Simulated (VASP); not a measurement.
# HfH2 (I4/mmm) in VASP: notebook, part 2 of 2

VASP 6.6.1.

**4. Relaxation of shape and atoms at fixed volume, PBEsol (volume scaled by 0.91)**

Contents of INCAR:

```
ALGO = Normal
EDIFF = 1E-7
EDIFFG = -0.01
ENCUT = 600
GGA = PS
IBRION = 2
ISIF = 4
ISMEAR = 0
LASPH = True
LCHARG = False
LREAL = False
LWAVE = False
NELM = 100
NSW = 50
PREC = Accurate
SIGMA = 0.1
```

Contents of KPOINTS:

```
k-points
0
Gamma
  16 16 16
```

Contents of POSCAR:

```
HfH2
1.0
   -1.6902715190      1.6902715190      2.0248320399
    1.6902715190     -1.6902715190      2.0248320399
    1.6902715190      1.6902715190     -2.0248320399
Hf H
1 2
Direct
    0.0000000000      0.0000000000      0.0000000000
    0.7500000000      0.2500000000      0.5000000000
    0.2500000000      0.7500000000      0.5000000000
```

Potentials or basis: VASP PAW PBE potentials, release 64 (Hf_pv, H).

On the command line:

```console
> cat potpaw_PBE.64/Hf_pv/POTCAR potpaw_PBE.64/H/POTCAR > POTCAR
> mpirun -np 1 vasp_std > vasp.out
```

OUTCAR:

```text
EDIFF = 1E-7
   EDIFFG = -0.01
   ENCUT = 600
   GGA = PS
   IBRION = 2
   ISIF = 4
   ISMEAR = 0
   LASPH = True
   LREAL = False
   NELM = 100
   NSW = 50
   PREC = Accurate

 ion  position               nearest neighbor table
   1  0.000  0.000  0.000-   2 1.97   3 1.97   2 1.97   3 1.97   2 1.97   3 1.97   2 1.97   3 1.97

   2  0.750  0.250  0.500-   1 1.97   1 1.97   1 1.97   1 1.97
   3  0.250  0.750  0.500-   1 1.97   1 1.97   1 1.97   1 1.97

  LATTYP: Found a body centered tetragonal cell.
 ALAT       =     3.3805430380
 C/A-ratio  =     1.1979330049

  Lattice vectors:

 A1 = (  -1.6902715190,   1.6902715190,   2.0248320399)
 A2 = (   1.6902715190,  -1.6902715190,   2.0248320399)
 A3 = (   1.6902715190,   1.6902715190,  -2.0248320399)

Analysis of symmetry for initial positions (statically):
=====================================================================
 Subroutine PRICEL returns:
 Original cell was already a primitive cell.

 Routine SETGRP: Setting up the symmetry group for a
 body centered tetragonal supercell.

 Subroutine GETGRP returns: Found 16 space group operations
 (whereof 16 operations were pure point group operations)
 out of a pool of 16 trial point group operations.

The static configuration has the point symmetry D_4h.

[... 172 lines left out ...]
  Total        2.4644333      2.4644333      2.3382225      0.0000000      0.0000000      0.0000000
  in kB      170.6340566    170.6340566    161.8953848      0.0000000      0.0000000      0.0000000
  external PRESSURE =     167.7211660 kB  Pullay stress =       0.0000000 kB
[... 61 lines left out ...]
--------------------------------------- Ionic step        3  -------------------------------------------

 number of electron      12.0000002 magnetization

 Free energy of the ion-electron system (eV)
  ---------------------------------------------------
  ext. energy  EPLUGINS =         0.00000000
  ---------------------------------------------------
  free energy    TOTEN  =       -18.68600643 eV

  energy without entropy =      -18.68367674  energy(sigma->0) =      -18.68484158

 E-fermi :   6.0958     XC(G=0): -12.1413

 val. band max:        6.0839664024   @ k =  -0.1875   0.1875   0.0000
 cond. band min:       6.0981496427   @ k =  -0.1875  -0.1875   0.1250
 fundamental gap:      0.0141832403
 Fermi energy:         6.0958260738

 k-point     1 :       0.0000    0.0000    0.0000
  band No.  band energies     occupation
      1     -24.3481      2.00000
      2     -24.3481      2.00000
      3     -24.2711      2.00000
      4      -5.8672      2.00000
      5       5.1039      2.00000
      6       5.5941      2.00000
      7       5.5941      2.00000
      8       6.8272      0.00000
      9       7.8395      0.00000
     10       9.7360      0.00000
[... 287 lines left out ...]
 k-point    24 :      -0.0625    0.0625    0.0000
  band No.  band energies     occupation
      1     -24.3866      2.00000
      2     -24.3526      2.00000
      3     -24.2838      2.00000
      4      -5.7109      2.00000
      5       3.9150      2.00000
      6       5.7356      2.00000
      7       6.8864      0.00000
      8       6.9475      0.00000
      9       7.6937      0.00000
     10       9.5654      0.00000

 [... further k-points ...]
[... 5 lines left out ...]
  --------------------------------------------------------------------------------------
  -------------------------------------------------------------------------------------
  Total        2.4050055      2.4050055      2.3802772      0.0000000      0.0000000      0.0000000
  in kB      166.5193511    166.5193511    164.8072001      0.0000000      0.0000000      0.0000000
  external PRESSURE =     165.9486341 kB  Pullay stress =       0.0000000 kB
[... 18 lines left out ...]
  FREE ENERGIE OF THE ION-ELECTRON SYSTEM (eV)
  ---------------------------------------------------
  free  energy   TOTEN  =       -18.6860064285 eV

  energy  without entropy=      -18.6836767373  energy(sigma->0) =      -18.68484158

 reached required accuracy - stopping structural energy minimisation
```

OSZICAR:

```text
N       E                     dE             d eps       ncg     rms          rms(c)
DAV:   1     0.136243310216E+02    0.13624E+02   -0.75222E+03  6988   0.127E+03
DAV:   2    -0.189810115879E+02   -0.32605E+02   -0.31656E+02  8972   0.195E+02
[... 18 lines left out ...]
   2 F= -.18685754E+02 E0= -.18684548E+02  d E =-.153494E-03
       N       E                     dE             d eps       ncg     rms          rms(c)
DAV:   1    -0.186865793634E+02   -0.82553E-03   -0.69267E-02  7002   0.243E+00    0.239E-01
DAV:   2    -0.186861889711E+02    0.39039E-03   -0.59156E-04  8884   0.244E-01    0.904E-02
DAV:   3    -0.186860132325E+02    0.17574E-03   -0.18128E-04  9742   0.128E-01    0.370E-02
DAV:   4    -0.186860063533E+02    0.68791E-05   -0.25234E-05  9834   0.485E-02    0.232E-02
DAV:   5    -0.186860064285E+02   -0.75126E-07   -0.94590E-07  7544   0.882E-03
   3 F= -.18686006E+02 E0= -.18684842E+02  d E =-.406082E-03
```

CONTCAR:

```text
HfH2
   1.00000000000000
    -1.6948580138452947    1.6948580138452947    2.0138879774309277
     1.6948580138452947   -1.6948580138452947    2.0138879774309277
     1.6948580138452947    1.6948580138452947   -2.0138879774309277
  Hf              H
     1     2
Direct
     0.0000000000000000    0.0000000000000000    0.0000000000000000
     0.7500000000000000    0.2500000000000000    0.5000000000000000
     0.2500000000000000    0.7500000000000000    0.5000000000000000

  0.00000000E+00  0.00000000E+00  0.00000000E+00
  0.00000000E+00  0.00000000E+00  0.00000000E+00
  0.00000000E+00  0.00000000E+00  0.00000000E+00
```

Run time: 5.1 min. Hardware: 1 thread of Oxide Virtual Turin-like, shared host; peak memory 0.23 GiB.

Results:

```
Free energy               : -18.6860 eV
Energy gained by relaxing : 0.1 meV/atom
Ionic steps               : 3
Pressure after relaxing   : 16.6 GPa
Band gap on the k mesh    : zero (band 6 reaches 6.85 eV, above the bottom of band 7 at 5.54 eV)
```

Stress tensor (GPa, compression positive):
```
16.65  0.00  0.00
 0.00 16.65  0.00
 0.00  0.00 16.48
```

The path:
```tsv
step	energy change (eV)	largest force (eV/Å)	pressure (GPa)	volume (Å³)
1	0.0000	0.0000	16.77	23.14
2	-0.0002	0.0000	16.73	23.14
3	-0.0004	0.0000	16.59	23.14
```

Final structure:
```
CELL_PARAMETERS angstrom
-1.69486 1.69486 2.01389
1.69486 -1.69486 2.01389
1.69486 1.69486 -2.01389
ATOMIC_POSITIONS crystal
Hf 0.00000 0.00000 0.00000
H 0.75000 0.25000 0.50000
H 0.25000 0.75000 0.50000
```

Caveat: the cell differs from its parent crystal (volume scaled by 0.91); the PAW data sets were made with another functional, which shifts forces and pressure a little; spin-orbit coupling is left out, which moves the levels of the heavy elements.

**5. The runs side by side**

```tsv
cell	gap on the mesh (eV)	pressure (GPa)
relaxed from a = 3.348 Å, angles 115.8, 115.8, 97.4°, 3 atoms	none	-12.8
relaxed from a = 3.095 Å, angles 114.3, 114.3, 100.1°, 3 atoms	none	24.2
relaxed from a = 3.133 Å, angles 114.7, 114.7, 99.5°, 3 atoms	none	16.6
```

Alike in all rows: task relaxation of shape and atoms at fixed volume; level PBEsol; potentials or basis VASP PAW PBE potentials, release 64 (Hf_pv, H); no spin polarisation; k mesh 16 × 16 × 16; cutoff (eV) 600; smearing gaussian 0.1 eV.

Caveats: the PAW data sets were made with another functional, which shifts forces and pressure a little; spin-orbit coupling is left out, which moves the levels of the heavy elements.

Absolute energies hang on the potentials; compare differences alone.
